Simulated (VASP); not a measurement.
# TiC (Fm-3m) in VASP: notebook

Aim: see how the results for TiC move with the level of theory and the settings. Levels: PBE, PBEsol, LDA, r2SCAN. Tasks: relaxation of cell and atoms.

Program: VASP 6.6.1. These are calculated values, not measurements. Logs are shortened: lines on timing, memory, paths and dates and some standing lists are left out, and cuts for length are marked.

## 1. The cell of the first run

The structure is cubic, space group Fm-3m (No. 225). The conventional cell has a = 4.319 Å, b = 4.319 Å, c = 4.319 Å, α = 90.00°, β = 90.00°, γ = 90.00°. Within 2.9 Å of Ti (site symmetry m-3m) lie 6 C at 2.16 Å. C (site symmetry m-3m) has 6 Ti at 2.16 Å within 2.9 Å.

## 2. Relaxation of cell and atoms, PBE

Contents of INCAR:

```
PREC = Accurate
ENCUT = 600
EDIFF = 1E-6
ISMEAR = -1
SIGMA = 0.1
LREAL = False
LASPH = True
NELM = 60
ALGO = Normal
ISIF = 3
LWAVE = False
LCHARG = False
GGA = PE
IBRION = 2
NSW = 80
EDIFFG = -0.01
```

Contents of KPOINTS:

```
Automatic mesh
0
Gamma
  13 13 13
```

Contents of POSCAR:

```
TiC
1.0
    0.0000000000      2.1593000000      2.1593000000
    2.1593000000      0.0000000000      2.1593000000
    2.1593000000      2.1593000000      0.0000000000
Ti C
1 1
Direct
    0.0000000000      0.0000000000      0.0000000000
    0.5000000000      0.5000000000      0.5000000000
```

Potentials or basis: VASP PAW PBE potentials, release 64 (Ti_sv, C).

Launch:

```bash
$ cat potpaw_PBE.64/Ti_sv/POTCAR potpaw_PBE.64/C/POTCAR > POTCAR
$ mpirun -np 1 vasp_std > vasp.out
```

OUTCAR:

```text
PREC = Accurate
   ENCUT = 600
   EDIFF = 1E-6
   ISMEAR = -1
   LREAL = False
   LASPH = True
   NELM = 60
   ISIF = 3
   GGA = PE
   IBRION = 2
   NSW = 80
   EDIFFG = -0.01

 ion  position               nearest neighbor table
   1  0.000  0.000  0.000-   2 2.16   2 2.16   2 2.16   2 2.16   2 2.16   2 2.16
   2  0.500  0.500  0.500-   1 2.16   1 2.16   1 2.16   1 2.16   1 2.16   1 2.16

  LATTYP: Found a face centered cubic cell.
 ALAT       =     4.3186000000

  Lattice vectors:

 A1 = (   0.0000000000,   2.1593000000,   2.1593000000)
 A2 = (   2.1593000000,   0.0000000000,   2.1593000000)
 A3 = (   2.1593000000,   2.1593000000,   0.0000000000)

Analysis of symmetry for initial positions (statically):
=====================================================================
 Subroutine PRICEL returns:
 Original cell was already a primitive cell.

 Routine SETGRP: Setting up the symmetry group for a
 face centered cubic supercell.

 Subroutine GETGRP returns: Found 48 space group operations
 (whereof 48 operations were pure point group operations)
 out of a pool of 48 trial point group operations.

The static configuration has the point symmetry O_h .

Analysis of symmetry for dynamics (positions and initial velocities):
=====================================================================
 Subroutine PRICEL returns:
 Original cell was already a primitive cell.

 Routine SETGRP: Setting up the symmetry group for a
 face centered cubic supercell.

 Subroutine GETGRP returns: Found 48 space group operations
 (whereof 48 operations were pure point group operations)
 out of a pool of 48 trial point group operations.

The dynamic configuration has the point symmetry O_h .

 Subroutine INISYM returns: Found 48 space group operations
 (whereof 48 operations are pure point group operations),
 and found     1 'primitive' translations

----------------------------------------------------------------------------------------

                                     Primitive cell

  volume of cell :      20.1358

  direct lattice vectors                    reciprocal lattice vectors
     0.000000000  2.159300000  2.159300000    -0.231556523  0.231556523  0.231556523
     2.159300000  0.000000000  2.159300000     0.231556523 -0.231556523  0.231556523
     2.159300000  2.159300000  0.000000000     0.231556523  0.231556523 -0.231556523

  length of vectors
     3.053711345  3.053711345  3.053711345     0.401067663  0.401067663  0.401067663

  position of ions in fractional coordinates (direct lattice)
     0.000000000  0.000000000  0.000000000
     0.500000000  0.500000000  0.500000000

  ion indices of the primitive-cell ions
   primitive index   ion index
                 1           1
                 2           2

----------------------------------------------------------------------------------------

 KPOINTS: Automatic mesh

Automatic generation of k-mesh.
 Grid dimensions read from file:
 generate k-points for:   13   13   13

 Generating k-lattice:

  Cartesian coordinates                     Fractional coordinates (reciprocal lattice)
    -0.017812040  0.017812040  0.017812040     0.076923077  0.000000000  0.000000000
     0.017812040 -0.017812040  0.017812040     0.000000000  0.076923077  0.000000000
     0.017812040  0.017812040 -0.017812040     0.000000000  0.000000000  0.076923077

  Length of vectors
     0.030851359  0.030851359  0.030851359

  Shift w.r.t. Gamma in fractional coordinates (k-lattice)
     0.000000000  0.000000000  0.000000000

 Subroutine IBZKPT returns following result:
 ===========================================

 Found     84 irreducible k-points:

 Following reciprocal coordinates:
            Coordinates               Weight
  0.000000  0.000000  0.000000      1.000000
  0.076923  0.000000  0.000000      8.000000
  0.153846  0.000000  0.000000      8.000000
  0.230769  0.000000  0.000000      8.000000
  0.307692  0.000000  0.000000      8.000000
  0.384615  0.000000  0.000000      8.000000
[... 16 lines left out ...]
  0.384615  0.153846  0.000000     24.000000
  0.461538  0.153846  0.000000     24.000000
 [... further k-points ...]
   k-points           NKPTS =     84   k-points in BZ     NKDIM =     84   number of bands    NBANDS=     12
   number of dos      NEDOS =    301   number of ions     NIONS =      2
   total plane-waves  NPLWV =  13824
   dimension x,y,z NGX =    24 NGY =   24 NGZ =   24
   dimension x,y,z NGXF=    48 NGYF=   48 NGZF=   48
   ions per type =               1   1
   NGX,Y,Z   is equivalent  to a cutoff of  13.07, 13.07, 13.07 a.u.
   NGXF,Y,Z  is equivalent  to a cutoff of  26.13, 26.13, 26.13 a.u.
 SYSTEM =  unknown system
   PREC   = accura    normal or accurate (medium, high low for compatibility)
   ISTART =      0    job   : 0-new  1-cont  2-samecut
   ICHARG =      2    charge: 1-file 2-atom 10-const
   ISPIN  =      1    spin polarized calculation?
   LNONCOLLINEAR =      F non collinear calculations
   LSORBIT =      F    spin-orbit coupling
   LASPH  =      T    aspherical Exc in radial PAW
   ENCUT  =  600.0 eV  44.10 Ry    6.64 a.u.   6.10  6.10  6.10*2*pi/ulx,y,z
   NELM   =     60;   NELMIN=  2; NELMDL= -5     # of ELM steps
   EDIFF  = 0.1E-05   stopping-criterion for ELM
   LREAL  =      F    real-space projection
   EDIFFG = -.1E-01   stopping-criterion for IOM
   NSW    =     80    number of steps for IOM
   IBRION =      2    ionic relax: 0-MD 1-quasi-New 2-CG
   NFREE  =      1    steps in history (QN), initial steepest desc. (CG)
   ISIF   =      3    stress and relaxation
   ISYM   =      2    0-nonsym 1-usesym 2-fastsym
   POTIM  = 0.5000    time-step for ionic-motion
   TEBEG  =    0.0;   TEEND  =   0.0 temperature during run
   PSTRESS=    0.0 pullay stress
   NELECT =      16.0000    total number of electrons
   NUPDOWN=      -1.0000    fix difference up-down
   EMIN   =  10.00;   EMAX   =-10.00  energy-range for DOS
   EFERMI =   0.00;   METHOD = LEGACY
   ISMEAR =    -1;   SIGMA  =   0.10  broadening in eV -4-tet -1-fermi 0-gaus
   EFERMI_NEDOS =   21; number of points for ismear=-14 and -15
   IALGO  =     38    algorithm
   IMIX   =      4    mixing-type and parameters
     AMIX     =   0.40;   BMIX     =  1.00
     AMIX_MAG =   1.60;   BMIX_MAG =  1.00
  volume/ion in A,a.u.               =      10.07        67.94
  Fermi-wavevector in a.u.,A,eV,Ry     =   1.516323  2.865436 31.283015  2.299237
  Thomas-Fermi vector in A             =   2.625728
   LORBIT       =      0    0 simple, 1 ext, 2 COOP (PROOUT), +10 PAW based schemes
   GGA     = PE    functional components
   LHFCALC =     F    Hartree Fock is set to
   AEXX    =    0.0000 exact exchange contribution
   IVDW    =     0    specifies the selected vdW correction
   LEPSILON=     F    determine dielectric tensor
   LRPA    =     F    only Hartree local field effects (RPA)
 conjugate gradient relaxation of ions
 non-spin polarized calculation
  energy-cutoff  :      600.00
  volume of cell :       20.14
 maximum number of plane-waves:       686
   NGX = 13   NGY = 13   NGZ = 13

--------------------------------------- Ionic step        1  -------------------------------------------

 number of electron      16.0000002 magnetization

 Free energy of the ion-electron system (eV)
  ---------------------------------------------------
  ext. energy  EPLUGINS =         0.00000000
  ---------------------------------------------------
  free energy    TOTEN  =       -18.71290812 eV

  energy without entropy =      -18.70301191  energy(sigma->0) =      -18.70796001

------------------------ aborting loop because EDIFF is reached ----------------------------------------

  FORCE on cell =-STRESS in cart. coord.  units (eV):
  Direction    XX          YY          ZZ          XY          YZ          ZX
  --------------------------------------------------------------------------------------
  -------------------------------------------------------------------------------------
  Total        0.3333406      0.3333406      0.3333406      0.0000000     -0.0000000      0.0000000
  in kB       26.5234389     26.5234389     26.5234389      0.0000000     -0.0000000      0.0000000
  external PRESSURE =      26.5234389 kB  Pullay stress =       0.0000000 kB
[... 57 lines left out ...]
  energy  without entropy=      -18.7017084659  energy(sigma->0) =      -18.70675722

--------------------------------------- Ionic step        3  -------------------------------------------

 number of electron      16.0000000 magnetization

 Free energy of the ion-electron system (eV)
  ---------------------------------------------------
  ext. energy  EPLUGINS =         0.00000000
  ---------------------------------------------------
  free energy    TOTEN  =       -18.71466271 eV

  energy without entropy =      -18.70467899  energy(sigma->0) =      -18.70967085

 E-fermi :   9.3898     XC(G=0): -12.6893

 val. band max:        9.3294403006   @ k =   0.4615   0.4615   0.0000
 cond. band min:       9.4377757122   @ k =   0.3846   0.3077   0.0000
 fundamental gap:      0.1083354116
 Fermi energy:         9.3897835957

 k-point     1 :       0.0000    0.0000    0.0000
  band No.  band energies     occupation
      1     -47.2003      2.00000
      2     -23.2259      2.00000
      3     -23.2259      2.00000
      4     -23.2259      2.00000
      5      -2.9955      2.00000
      6      10.0861      0.00189
      7      10.0861      0.00189
      8      10.0861      0.00189
      9      11.0680      0.00000
     10      11.0680      0.00000
     11      11.0680      0.00000
     12      11.1024      0.00000
[... 331 lines left out ...]
 k-point    24 :       0.4615    0.1538    0.0000
  band No.  band energies     occupation
      1     -47.1262      2.00000
      2     -23.6515      2.00000
      3     -23.3269      2.00000
      4     -23.3021      2.00000
      5      -0.0842      2.00000
      6       4.5243      2.00000
      7       6.5301      2.00000
      8       7.0763      2.00000
      9      11.3870      0.00000
     10      12.4066      0.00000
     11      13.2526      0.00000
     12      15.9111      0.00000

 [... further k-points ...]

------------------------ aborting loop because EDIFF is reached ----------------------------------------

  FORCE on cell =-STRESS in cart. coord.  units (eV):
  Direction    XX          YY          ZZ          XY          YZ          ZX
  --------------------------------------------------------------------------------------
  -------------------------------------------------------------------------------------
  Total       -0.0042329     -0.0042329     -0.0042329      0.0000000      0.0000000      0.0000000
  in kB       -0.3332740     -0.3332740     -0.3332740      0.0000000      0.0000000      0.0000000
  external PRESSURE =      -0.3332740 kB  Pullay stress =       0.0000000 kB
[... 17 lines left out ...]
  FREE ENERGIE OF THE ION-ELECTRON SYSTEM (eV)
  ---------------------------------------------------
  free  energy   TOTEN  =       -18.7146627068 eV

  energy  without entropy=      -18.7046789854  energy(sigma->0) =      -18.70967085

 reached required accuracy - stopping structural energy minimisation
```

Run time: 26 s. Hardware: 1 thread of Intel Xeon 6975P-C (Granite Rapids), shared host; peak memory 0.16 GiB.

What came out:

```
Free energy                           : -18.7147 eV
Relaxed volume                        : 10.17 Å³/atom
Relaxed cell                          : a = 3.064 Å, b = 3.064 Å, c = 3.064 Å, α = 60.00°, β = 60.00°, γ = 60.00°
Space group after relaxing (to 0.1 Å) : Fm-3m (No. 225)
Energy gained by relaxing             : 0.9 meV/atom
Ionic steps                           : 3
Pressure after relaxing               : 0.0 GPa
Band gap on the k mesh                : zero (bands 8 and 9 overlap by 1.08 eV)
```

Step by step:
| step | energy change (eV) | largest force (eV/Å) | pressure (GPa) | volume (Å³) |
| --- | --- | --- | --- | --- |
| 1 | 0.0000 | 0.0000 | 2.65 | 20.14 |
| 2 | 0.0011 | 0.0000 | -3.25 | 20.63 |
| 3 | -0.0018 | 0.0000 | -0.03 | 20.35 |

Final structure:
```
Ti C
1.0
     0.00000    2.16690    2.16690
     2.16690    0.00000    2.16690
     2.16690    2.16690    0.00000
Ti C
1 1
Direct
  0.00000 0.00000 0.00000
  0.50000 0.50000 0.50000
```

PBE usually gives volumes a little too large and moduli too small. Zero-point motion and thermal expansion aren't in these numbers.

## 3. Relaxation of cell and atoms, PBEsol

Contents of INCAR:

```
SYSTEM = TiC
ALGO = Normal ; EDIFF = 1E-6
EDIFFG = -0.01 ; ENCUT = 600
GGA = PS ; IBRION = 2
ISIF = 3 ; ISMEAR = -1
LASPH = .TRUE. ; LCHARG = .FALSE.
LREAL = .FALSE. ; LWAVE = .FALSE.
NELM = 100 ; NSW = 80
PREC = Accurate ; SIGMA = 0.1
```

Contents of KPOINTS:

```
k-points
0
G
  13 13 13
  0 0 0
```

POSCAR is that of step 2.

Potentials or basis: VASP PAW PBE potentials, release 64 (Ti_sv, C).

Launch:

```bash
$ cat potpaw_PBE.64/Ti_sv/POTCAR potpaw_PBE.64/C/POTCAR > POTCAR
$ mpirun -np 1 vasp_std > vasp.out
```

It took 23 s on 1 thread of Intel Xeon 6975P-C (Granite Rapids), shared host; peak memory 0.16 GiB.

It converged, with:

* Free energy: -19.8079 eV
* Relaxed volume: 9.90 Å³/atom
* Relaxed cell: a = 3.037 Å, b = 3.037 Å, c = 3.037 Å, α = 60.00°, β = 60.00°, γ = 60.00°
* Space group after relaxing (to 0.1 Å): Fm-3m (No. 225)
* Energy gained by relaxing: 2.3 meV/atom
* Ionic steps: 3
* Pressure after relaxing: 0.0 GPa
* Band gap on the k mesh: zero (bands 8 and 9 overlap by 1.07 eV)

Step by step:
```tsv
step	energy change (eV)	largest force (eV/Å)	pressure (GPa)	volume (Å³)
1	0.0000	0.0000	-4.38	20.14
2	0.0042	0.0000	6.38	19.34
3	-0.0047	0.0000	-0.02	19.80
```

Final structure:
```
CELL_PARAMETERS angstrom
0.00000 2.14719 2.14719
2.14719 0.00000 2.14719
2.14719 2.14719 0.00000
ATOMIC_POSITIONS crystal
Ti 0.00000 0.00000 0.00000
C 0.50000 0.50000 0.50000
```

Levels at points of the mesh, in eV from the Fermi level:
```tsv
k point	band 6	band 7	band 8	band 9	band 10	band 11
(0.00, 0.00, 0.00)	0.68	0.68	0.68	1.75	1.75	1.75
```

Caveat: the PAW data sets were made with another functional, which shifts forces and pressure a little.

## 4. Relaxation of cell and atoms, LDA

Contents of INCAR:

```
ALGO = Normal
EDIFF = 1E-6
EDIFFG = -0.01
ENCUT = 600
GGA = CA
IBRION = 2
ISIF = 3
ISMEAR = -1
LASPH = True
LCHARG = False
LREAL = False
LWAVE = False
NELM = 60
NSW = 80
PREC = Accurate
SIGMA = 0.1
```

Contents of KPOINTS:

```
k-points
0
Gamma
  13 13 13
```

POSCAR is that of step 3.

Potentials or basis: VASP PAW LDA potentials, release 64 (Ti_sv, C).

Launch:

```bash
$ cat potpaw_LDA.64/Ti_sv/POTCAR potpaw_LDA.64/C/POTCAR > POTCAR
$ mpirun -np 1 vasp_std > vasp.out
```

Run time: 24 s. Hardware: 1 thread of Intel Xeon 6975P-C (Granite Rapids), shared host; peak memory 0.15 GiB.

Results (log left out):

| Quantity | Value |
| --- | --- |
| Free energy | -20.5457 eV |
| Relaxed volume | 9.69 Å³/atom |
| Relaxed cell | a = 3.016 Å, b = 3.016 Å, c = 3.016 Å, α = 60.00°, β = 60.00°, γ = 60.00° |
| Space group after relaxing (to 0.1 Å) | Fm-3m (No. 225) |
| Energy gained by relaxing | 12.1 meV/atom |
| Ionic steps | 3 |
| Pressure after relaxing | -0.1 GPa |
| Band gap on the k mesh | zero (bands 8 and 9 overlap by 1.05 eV) |

Step by step:
```tsv
step	energy change (eV)	largest force (eV/Å)	pressure (GPa)	volume (Å³)
1	0.0000	0.0000	-9.92	20.14
2	0.0257	0.0000	16.56	18.37
3	-0.0242	0.0000	-0.15	19.39
```

Final structure:
```
Ti C
1.0
     0.00000    2.13230    2.13230
     2.13230    0.00000    2.13230
     2.13230    2.13230    0.00000
Ti C
1 1
Direct
  0.00000 0.00000 0.00000
  0.50000 0.50000 0.50000
```

Levels at points of the mesh, in eV from the Fermi level:
```tsv
k point	band 4	band 5	band 6	band 7	band 8	band 9	band 10	band 11	band 12
(0.00, 0.00, 0.00)	-32.11	-12.41	0.66	0.66	0.66	1.76	1.76	1.76	1.82
```

LDA usually gives volumes a few per cent too small. Zero-point motion and thermal expansion aren't in these numbers.

## 5. Relaxation of cell and atoms, r2SCAN

POSCAR is that of step 4.

Contents of INCAR.step1:

```
SYSTEM = TiC
PREC = Accurate ; ENCUT = 600
ISMEAR = -1 ; SIGMA = 0.1
LREAL = .FALSE. ; LASPH = .TRUE.
NELM = 80 ; GGA = PE
ALGO = Normal ; EDIFF = 1E-4
LWAVE = .TRUE. ; LCHARG = .FALSE.
```

Contents of INCAR.step2:

```
SYSTEM = TiC
PREC = Accurate ; ENCUT = 600
EDIFF = 1E-7 ; ISMEAR = -1
SIGMA = 0.1 ; LREAL = .FALSE.
LASPH = .TRUE. ; NELM = 80
ALGO = Normal ; ISIF = 3
LWAVE = .FALSE. ; LCHARG = .FALSE.
METAGGA = R2SCAN ; LMIXTAU = .TRUE.
IBRION = 2 ; NSW = 80
EDIFFG = -0.01 ; ISTART = 1
```

Contents of KPOINTS:

```
Automatic mesh
0
G
  13 13 13
  0 0 0
```

Potentials or basis: VASP PAW PBE potentials, release 64 (Ti_sv, C).

Launch:

```bash
$ cat potpaw_PBE.64/Ti_sv/POTCAR potpaw_PBE.64/C/POTCAR > POTCAR
$ cp INCAR.step1 INCAR
$ mpirun -np 1 vasp_std > vasp.out
$ cp INCAR.step2 INCAR
$ mpirun -np 1 vasp_std > vasp.out
```

Wall time 1.8 min (1 thread of Intel Xeon 6975P-C (Granite Rapids), shared host); peak memory 0.17 GiB.

It converged, with:

| Property | Result |
| --- | --- |
| Free energy | -24.8751 eV |
| Relaxed volume | 10.17 Å³/atom |
| Relaxed cell | a = 3.064 Å, b = 3.064 Å, c = 3.064 Å, α = 60.00°, β = 60.00°, γ = 60.00° |
| Space group after relaxing (to 0.1 Å) | Fm-3m (No. 225) |
| Energy gained by relaxing | 0.8 meV/atom |
| Ionic steps | 3 |
| Pressure after relaxing | 0.0 GPa |
| Band gap on the k mesh | zero (bands 8 and 9 overlap by 1.32 eV) |

Step by step:
```
step  energy change (eV)  largest force (eV/Å)  pressure (GPa)  volume (Å³)
   1              0.0000                0.0000            2.58        20.14
   2              0.0015                0.0000           -3.46        20.61
   3             -0.0016                0.0000            0.00        20.33
```

Final structure:
```xyz
2
Lattice="0.0000 2.1663 2.1663 2.1663 0.0000 2.1663 2.1663 2.1663 0.0000" Properties=species:S:1:pos:R:3 pbc="T T T"
Ti    0.0000    0.0000    0.0000
C     2.1663    2.1663    2.1663
```

Levels at points of the mesh, in eV from the Fermi level:
| k point | band 6 | band 7 | band 8 | band 9 | band 10 | band 11 |
| --- | --- | --- | --- | --- | --- | --- |
| (0.00, 0.00, 0.00) | 0.86 | 0.86 | 0.86 | 1.66 | 1.66 | 1.66 |

Caveat: the PAW data sets were made with another functional, which shifts forces and pressure a little. Zero-point motion and thermal expansion aren't in these numbers.

## 6. Summary

```csv
level,potentials or basis,gap on the mesh (eV),pressure (GPa),relaxed volume (Å³/atom)
PBE,"VASP PAW PBE potentials, release 64 (Ti_sv, C)",none,0.0,10.17
PBEsol,"VASP PAW PBE potentials, release 64 (Ti_sv, C)",none,0.0,9.90
LDA,"VASP PAW LDA potentials, release 64 (Ti_sv, C)",none,-0.1,9.69
r2SCAN,"VASP PAW PBE potentials, release 64 (Ti_sv, C)",none,0.0,10.17
```

Alike in all rows: task relaxation of cell and atoms; no spin polarisation; cell relaxed; k mesh 13 × 13 × 13; cutoff (eV) 600; smearing fermi-dirac 0.1 eV.

Caveats: the PAW data sets were made with another functional, which shifts forces and pressure a little (at least some runs).

Absolute energies hang on the potentials; compare differences alone.

The gap in the log of VASP goes by the Fermi energy; the results here count the filled bands.